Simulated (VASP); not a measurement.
Runs of VASP 6.6.1 on SnAs. The structure is that of space group Fm-3m (No. 225), or close to it. The cells are those of the table. 

```tsv
cell	gap on the mesh (eV)	pressure (GPa)
a = 4.030 Å, angles 60.0°, 2 atoms	none	(b)
a = 3.949 Å, angles 60.0°, 2 atoms	none	4.3
a = 3.990 Å, angles 60.0°, 2 atoms	none	1.4
a = 4.109 Å, angles 60.0°, 2 atoms	none	(a)
a = 4.070 Å, angles 60.0°, 2 atoms	none	-2.9
```

Alike in all rows: task single point; level LDA; potentials or basis VASP PAW LDA potentials, release 64 (Sn_d, As); no spin polarisation; k mesh 9 × 9 × 9; cutoff (eV) 520; smearing fermi-dirac 0.1 eV.

Q: Estimate the missing entries.

A: (a) -4.6; (b) -0.9.

Caveats: spin-orbit coupling is left out, which moves the levels of the heavy elements; the cell stands under pressure (at least some runs); the cell stands under tension (at least some runs).

A k mesh can miss the band edges, and the runs leave out spin-orbit coupling on As, Sn.

A gap of «none» marks levels without a gap at the run's occupations.
